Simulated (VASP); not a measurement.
HCl, 20 atoms in the cell. The cell holds an amorphous packing of atoms, 20 atoms: a = 7.417 Å, b = 7.417 Å, c = 7.417 Å, α = 90.00°, β = 90.00°, γ = 90.00°. 

```yaml
Program: VASP 6.6.1
Task: single point
Functional: PBE
Potentials_or_basis: VASP PAW PBE potentials, release 64 (Cl, H)
Cutoff: 520 eV
k_mesh: 1 × 1 × 1
Occupations: fermi-dirac, width 0.05 eV
Spin: no spin polarisation
Dipole_correction: no
Further_INCAR_settings: LREAL = Auto; ALGO = Normal; EDIFF = 1e-06; NBANDS = 56
```

Potentials or basis: VASP PAW PBE potentials, release 64 (Cl, H).

Launch:

```sh
$ cat potpaw_PBE.64/Cl/POTCAR potpaw_PBE.64/H/POTCAR > POTCAR
$ mpirun -np 1 vasp_gam > vasp.out
```

Hardware: 1 thread of Intel(R) Xeon(R) Platinum 8375C CPU @ 2.90GHz (Ice Lake), with other jobs on the host.

Problem. Estimate the wall time of this run.

Solution. It took 45 s on 1 thread of Intel(R) Xeon(R) Platinum 8375C CPU @ 2.90GHz (Ice Lake), on a shared host, peak memory 0.42 GiB. Counts: scf iterations 16, k points 1.
